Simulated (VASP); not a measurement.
# Al3V2N5 (P-6m2) in VASP: single point with PBE

Aim: the single point of Al3V2N5 with PBE.

Everything below comes from runs of VASP 6.6.1. Logs are shortened: lines on timing, memory, paths and dates and some standing lists are left out, and cuts for length are marked.

## (1) The cell of the first run

Symmetry: P-6m2, No. 187, hexagonal system. The conventional cell has a = 2.802 Å, b = 2.802 Å, c = 12.965 Å, α = 90.00°, β = 90.00°, γ = 120.00°. Al (site symmetry 3m) has 6 N at 2.06 to 2.07 Å and 7 Al at 2.58 to 2.80 Å and 1 V at 2.59 Å within 2.9 Å. Within 2.9 Å of Al (site symmetry -6m2) lie 6 N at 2.06 Å and 2 V at 2.60 Å and 6 Al at 2.80 Å. V (site symmetry 3m) has 6 N at 2.08 to 2.09 Å and 2 Al at 2.59 to 2.60 Å and 6 V at 2.80 Å within 2.9 Å. N (site symmetry -6m2) has 6 Al at 2.07 Å and 8 N at 2.57 to 2.80 Å within 2.9 Å. N (site symmetry 3m) has 3 Al at 2.06 Å and 3 V at 2.08 Å and 8 N at 2.57 to 2.80 Å within 2.9 Å. N (site symmetry 3m) has 3 Al at 2.06 Å and 3 V at 2.09 Å and 8 N at 2.57 to 2.80 Å within 2.9 Å.

## (2) Single point, PBE

Input file POSCAR:

```
Al3V2N5
1.0
    2.8022893100      0.0000000000      0.0000000000
   -1.4011446550      2.4268537312      0.0000000000
    0.0000000000      0.0000000000     12.9654558687
Al V N
3 2 5
Direct
    0.6666666667      0.3333333333      0.9005077211
    0.6666666667      0.3333333333      0.0994922789
    0.6666666667      0.3333333333      0.5000000000
    0.6666666667      0.3333333333      0.2994551221
    0.6666666667      0.3333333333      0.7005448779
    0.3333333333      0.6666666667      0.0000000000
    0.3333333333      0.6666666667      0.1981910308
    0.3333333333      0.6666666667      0.4010416035
    0.3333333333      0.6666666667      0.5989583965
    0.3333333333      0.6666666667      0.8018089692
```

Input file INCAR.step1:

```
PREC     = Accurate       # precision mode
ENCUT    = 520            # plane-wave cutoff, eV
EDIFF    = 1E-6           # SCF threshold, eV
ISMEAR   = 0              # smearing method
SIGMA    = 0.1            # smearing width, eV
LREAL    = F              # projectors in reciprocal space
LASPH    = T              # aspherical terms in the spheres
NELM     = 80             # most SCF steps
ALGO     = Normal         # electronic algorithm
ISIF     = 2              # what is computed and relaxed
LWAVE    = F              # write WAVECAR
LCHARG   = T              # write CHGCAR
LMAXMIX  = 4              # l up to which the mixer works
GGA      = PE             # functional
NBANDS   = 41             # bands
```

Input file KPOINTS.step1:

```
Automatic mesh
0
Gamma
  18 18 4
```

Input file INCAR.step2:

```
PREC     = Accurate       # precision mode
ENCUT    = 520            # plane-wave cutoff, eV
EDIFF    = 1E-6           # SCF threshold, eV
ISMEAR   = -5             # smearing method
SIGMA    = 0.1            # smearing width, eV
LREAL    = F              # projectors in reciprocal space
LASPH    = T              # aspherical terms in the spheres
NELM     = 80             # most SCF steps
ALGO     = Normal         # electronic algorithm
ISIF     = 2              # what is computed and relaxed
LWAVE    = F              # write WAVECAR
LCHARG   = F              # write CHGCAR
LMAXMIX  = 4              # l up to which the mixer works
GGA      = PE             # functional
LORBIT   = 11             # projections on sites
NEDOS    = 2001           # points of the DOS
ICHARG   = 11             # starting density
```

Input file KPOINTS.step2:

```
Automatic mesh
0
Gamma
  27 27 6
```

Potentials or basis: VASP PAW PBE potentials, release 64 (Al, V_sv, N).

Launch:

```console
> cat potpaw_PBE.64/Al/POTCAR potpaw_PBE.64/V_sv/POTCAR potpaw_PBE.64/N/POTCAR > POTCAR
> cp INCAR.step1 INCAR
> cp KPOINTS.step1 KPOINTS
> mpirun -np 1 vasp_std > vasp.out
> cp INCAR.step2 INCAR
> cp KPOINTS.step2 KPOINTS
> mpirun -np 1 vasp_std > vasp.out
```

OUTCAR:

```text
PREC = Accurate
   ENCUT = 520
   EDIFF = 1E-6
   ISMEAR = -5
   LREAL = F
   LASPH = T
   NELM = 80
   ISIF = 2
   GGA = PE
   LORBIT = 11
   ICHARG = 11

 ion  position               nearest neighbor table
   1  0.667  0.333  0.901-  10 2.06  10 2.06  10 2.06   6 2.07   6 2.07   6 2.07   2 2.58   5 2.59

   2  0.667  0.333  0.099-   7 2.06   7 2.06   7 2.06   6 2.07   6 2.07   6 2.07   1 2.58   4 2.59

   3  0.667  0.333  0.500-   8 2.06   9 2.06   8 2.06   9 2.06   8 2.06   9 2.06   4 2.60   5 2.60

   4  0.667  0.333  0.299-   7 2.08   7 2.08   7 2.08   8 2.09   8 2.09   8 2.09   2 2.59   3 2.60

   5  0.667  0.333  0.701-  10 2.08  10 2.08  10 2.08   9 2.09   9 2.09   9 2.09   1 2.59   3 2.60

   6  0.333  0.667  0.000-   1 2.07   2 2.07   1 2.07   2 2.07   1 2.07   2 2.07
   7  0.333  0.667  0.198-   2 2.06   2 2.06   2 2.06   4 2.08   4 2.08   4 2.08
   8  0.333  0.667  0.401-   3 2.06   3 2.06   3 2.06   4 2.09   4 2.09   4 2.09
   9  0.333  0.667  0.599-   3 2.06   3 2.06   3 2.06   5 2.09   5 2.09   5 2.09
  10  0.333  0.667  0.802-   1 2.06   1 2.06   1 2.06   5 2.08   5 2.08   5 2.08

  LATTYP: Found a hexagonal cell.
 ALAT       =     2.8022893100
 C/A-ratio  =     4.6267370833

  Lattice vectors:

 A1 = (   2.8022893100,   0.0000000000,   0.0000000000)
 A2 = (  -1.4011446550,   2.4268537312,   0.0000000000)
 A3 = (   0.0000000000,   0.0000000000,  12.9654558687)

Analysis of symmetry for initial positions (statically):
=====================================================================
 Subroutine PRICEL returns:
 Original cell was already a primitive cell.

 Routine SETGRP: Setting up the symmetry group for a
 hexagonal supercell.

 Subroutine GETGRP returns: Found 12 space group operations
 (whereof 12 operations were pure point group operations)
 out of a pool of 24 trial point group operations.

The static configuration has the point symmetry D_3h.

Analysis of symmetry for dynamics (positions and initial velocities):
=====================================================================
 Subroutine PRICEL returns:
 Original cell was already a primitive cell.

 Routine SETGRP: Setting up the symmetry group for a
 hexagonal supercell.

 Subroutine GETGRP returns: Found 12 space group operations
 (whereof 12 operations were pure point group operations)
 out of a pool of 24 trial point group operations.

The dynamic configuration has the point symmetry D_3h.

 Subroutine INISYM returns: Found 12 space group operations
 (whereof 12 operations are pure point group operations),
 and found     1 'primitive' translations

----------------------------------------------------------------------------------------

                                     Primitive cell

  volume of cell :      88.1748

  direct lattice vectors                    reciprocal lattice vectors
     2.802289310  0.000000000  0.000000000     0.356851092  0.206028074  0.000000000
    -1.401144655  2.426853731  0.000000000     0.000000000  0.412056148  0.000000000
     0.000000000  0.000000000 12.965455869     0.000000000  0.000000000  0.077128025

  length of vectors
     2.802289310  2.802289310 12.965455869     0.412056148  0.412056148  0.077128025

  position of ions in fractional coordinates (direct lattice)
     0.666666667  0.333333333  0.900507721
     0.666666667  0.333333333  0.099492279
     0.666666667  0.333333333  0.500000000
     0.666666667  0.333333333  0.299455122
     0.666666667  0.333333333  0.700544878
     0.333333333  0.666666667  0.000000000
     0.333333333  0.666666667  0.198191031
     0.333333333  0.666666667  0.401041603
     0.333333333  0.666666667  0.598958397
     0.333333333  0.666666667  0.801808969

  ion indices of the primitive-cell ions
   primitive index   ion index
                 1           1
                 2           2
                 3           3
                 4           4
                 5           5
                 6           6
                 7           7
                 8           8
                 9           9
                10          10

----------------------------------------------------------------------------------------

 KPOINTS: Automatic mesh

Automatic generation of k-mesh.
 Grid dimensions read from file:
 generate k-points for:   27   27    6

 Generating k-lattice:

  Cartesian coordinates                     Fractional coordinates (reciprocal lattice)
     0.013216707  0.007630669  0.000000000     0.037037037  0.000000000  0.000000000
     0.000000000  0.015261339  0.000000000     0.000000000  0.037037037  0.000000000
     0.000000000  0.000000000  0.012854671     0.000000000  0.000000000  0.166666667

  Length of vectors
     0.015261339  0.015261339  0.012854671

  Shift w.r.t. Gamma in fractional coordinates (k-lattice)
     0.000000000  0.000000000  0.000000000

 TETIRR: Found   4434 inequivalent tetrahedra from    26244

 Subroutine IBZKPT returns following result:
 ===========================================

 Found    300 irreducible k-points:

 Following reciprocal coordinates:
            Coordinates               Weight
  0.000000  0.000000  0.000000      1.000000
  0.037037  0.000000  0.000000      6.000000
  0.074074  0.000000  0.000000      6.000000
  0.111111 -0.000000  0.000000      6.000000
  0.148148  0.000000  0.000000      6.000000
  0.185185 -0.000000  0.000000      6.000000
[... 16 lines left out ...]
  0.333333  0.037037  0.000000     12.000000
  0.370370  0.037037  0.000000     12.000000
 [... further k-points ...]
   k-points           NKPTS =    300   k-points in BZ     NKDIM =    300   number of bands    NBANDS=     36
   number of dos      NEDOS =   2001   number of ions     NIONS =     10
   total plane-waves  NPLWV =  55296
   dimension x,y,z NGX =    24 NGY =   24 NGZ =   96
   dimension x,y,z NGXF=    48 NGYF=   48 NGZF=  192
   ions per type =               3   2   5
   NGX,Y,Z   is equivalent  to a cutoff of  14.24, 14.24, 12.31 a.u.
   NGXF,Y,Z  is equivalent  to a cutoff of  28.48, 28.48, 24.62 a.u.
 SYSTEM =  unknown system
   PREC   = accura    normal or accurate (medium, high low for compatibility)
   ISTART =      0    job   : 0-new  1-cont  2-samecut
   ICHARG =     11    charge: 1-file 2-atom 10-const
   ISPIN  =      1    spin polarized calculation?
   LNONCOLLINEAR =      F non collinear calculations
   LSORBIT =      F    spin-orbit coupling
   LASPH  =      T    aspherical Exc in radial PAW
   ENCUT  =  520.0 eV  38.22 Ry    6.18 a.u.   5.21  5.21 24.11*2*pi/ulx,y,z
   NELM   =     80;   NELMIN=  2; NELMDL=  0     # of ELM steps
   EDIFF  = 0.1E-05   stopping-criterion for ELM
   LREAL  =      F    real-space projection
   EDIFFG = 0.1E-04   stopping-criterion for IOM
   NSW    =      0    number of steps for IOM
   IBRION =     -1    ionic relax: 0-MD 1-quasi-New 2-CG
   NFREE  =      0    steps in history (QN), initial steepest desc. (CG)
   ISIF   =      2    stress and relaxation
   ISYM   =      2    0-nonsym 1-usesym 2-fastsym
   POTIM  = 0.5000    time-step for ionic-motion
   TEBEG  =    0.0;   TEEND  =   0.0 temperature during run
   PSTRESS=    0.0 pullay stress
   NELECT =      60.0000    total number of electrons
   NUPDOWN=      -1.0000    fix difference up-down
   EMIN   =  10.00;   EMAX   =-10.00  energy-range for DOS
   EFERMI =   0.00;   METHOD = LEGACY
   ISMEAR =    -5;   SIGMA  =   0.10  broadening in eV -4-tet -1-fermi 0-gaus
   EFERMI_NEDOS =   21; number of points for ismear=-14 and -15
   IALGO  =     38    algorithm
   IMIX   =      4    mixing-type and parameters
     AMIX     =   0.40;   BMIX     =  1.00
     AMIX_MAG =   1.60;   BMIX_MAG =  1.00
  volume/ion in A,a.u.               =       8.82        59.50
  Fermi-wavevector in a.u.,A,eV,Ry     =   1.439938  2.721088 28.210611  2.073421
  Thomas-Fermi vector in A             =   2.558738
   LORBIT       =     11    0 simple, 1 ext, 2 COOP (PROOUT), +10 PAW based schemes
   GGA     = PE    functional components
   LHFCALC =     F    Hartree Fock is set to
   AEXX    =    0.0000 exact exchange contribution
   IVDW    =     0    specifies the selected vdW correction
   LEPSILON=     F    determine dielectric tensor
   LRPA    =     F    only Hartree local field effects (RPA)
 non-spin polarized calculation
 Fermi weights with tetrahedron method with Bloechl corrections
  energy-cutoff  :      520.00
  volume of cell :       88.17
 maximum number of plane-waves:      2402
 NGX is ok and might be reduce to    24

 number of electron      60.0000010 magnetization

 Free energy of the ion-electron system (eV)
  ---------------------------------------------------
  ext. energy  EPLUGINS =         0.00000000
  ---------------------------------------------------
  free energy    TOTEN  =       -79.03571163 eV

  energy without entropy =      -79.03571163  energy(sigma->0) =      -79.03571163

 E-fermi :  11.2168     XC(G=0): -12.6152

 val. band max:       11.2313838270   @ k =   0.0000   0.0000   0.0000
 cond. band min:      11.1997867105   @ k =   0.3333   0.3333   0.5000
 fundamental gap:     -0.0315971166
 Fermi energy:        11.2168393539

 k-point     1 :       0.0000    0.0000    0.0000
  band No.  band energies     occupation
      1     -53.8119      2.00000
      2     -53.8119      2.00000
      3     -27.8238      2.00000
      4     -27.8231      2.00000
      5     -27.3607      2.00000
      6     -27.3607      2.00000
[... 925 lines left out ...]
     35      13.0460      0.00000
     36      13.6090      0.00000

 [... further k-points ...]

------------------------ aborting loop because EDIFF is reached ----------------------------------------

  FORCE on cell =-STRESS in cart. coord.  units (eV):
  Direction    XX          YY          ZZ          XY          YZ          ZX
  --------------------------------------------------------------------------------------
  -------------------------------------------------------------------------------------
  Total        0.1395455      0.1395455      0.1152162      0.0000000      0.0000000     -0.0000000
  in kB        2.5356084      2.5356084      2.0935336      0.0000000      0.0000000     -0.0000000
  external PRESSURE =       2.3882501 kB  Pullay stress =       0.0000000 kB

 VOLUME and BASIS-vectors are now :
 -----------------------------------------------------------------------------
  energy-cutoff  :      520.00
  volume of cell :       88.17
      direct lattice vectors                 reciprocal lattice vectors
     2.802289310  0.000000000  0.000000000     0.356851092  0.206028074  0.000000000
    -1.401144655  2.426853731  0.000000000     0.000000000  0.412056148  0.000000000
     0.000000000  0.000000000 12.965455869     0.000000000  0.000000000  0.077128025

 POSITION                                       TOTAL-FORCE (eV/Angst)
 -----------------------------------------------------------------------------------
      1.40114      0.80895     11.67549        -0.000000     -0.000000     -0.008216
      1.40114      0.80895      1.28996        -0.000000     -0.000000      0.008216
      1.40114      0.80895      6.48273        -0.000000     -0.000000      0.000000
      1.40114      0.80895      3.88257         0.000000      0.000000     -0.001226
      1.40114      0.80895      9.08288        -0.000000     -0.000000      0.001226
     -0.00000      1.61790      0.00000        -0.000000     -0.000000      0.000000
     -0.00000      1.61790      2.56964        -0.000000      0.000000     -0.052969
     -0.00000      1.61790      5.19969         0.000000     -0.000000      0.048054
     -0.00000      1.61790      7.76577         0.000000     -0.000000     -0.048054
     -0.00000      1.61790     10.39582        -0.000000     -0.000000      0.052969
 -----------------------------------------------------------------------------------
    total drift:                               -0.006089      0.003516      0.000000

  FREE ENERGIE OF THE ION-ELECTRON SYSTEM (eV)
  ---------------------------------------------------
  free  energy   TOTEN  =       -79.0357116250 eV

  energy  without entropy=      -79.0357116250  energy(sigma->0) =      -79.03571163

 total charge

# of ion       s       p       d       tot
------------------------------------------
    1        0.332   0.394   0.000   0.726
    2        0.332   0.394   0.000   0.726
    3        0.331   0.398   0.000   0.730
    4        2.251   6.289   3.131  11.671
    5        2.251   6.289   3.131  11.671
    6        1.245   2.564   0.000   3.808
    7        1.243   2.524   0.000   3.767
    8        1.242   2.523   0.000   3.766
    9        1.242   2.523   0.000   3.766
   10        1.243   2.524   0.000   3.767
--------------------------------------------------
tot         11.713  26.424   6.261  44.398
```

Wall time 31 min (1 thread of Intel Xeon 8259CL, shared host); peak memory 0.8 GiB.

What came out:

- Valence electrons inside the program's atomic spheres: Al 0.73; V 11.67; N 3.81, 3.77 (each value once)

Levels at points of the mesh, in eV from the Fermi level:
| k point | band 27 | band 28 | band 29 | band 30 | band 31 | band 32 | band 33 | band 34 |
| --- | --- | --- | --- | --- | --- | --- | --- | --- |
| (0.00, 0.00, 0.00) | -1.77 | -1.77 | -1.23 | 0.01 | 1.36 | 1.36 | 1.55 | 1.56 |
| (0.00, 0.00, 0.50) | -1.76 | -1.76 | -0.54 | -0.22 | 1.35 | 1.35 | 1.60 | 1.60 |

Caveat: the run has no spin polarisation, though such a crystal can be magnetic; tetrahedron occupations give inexact forces and stress in metals.
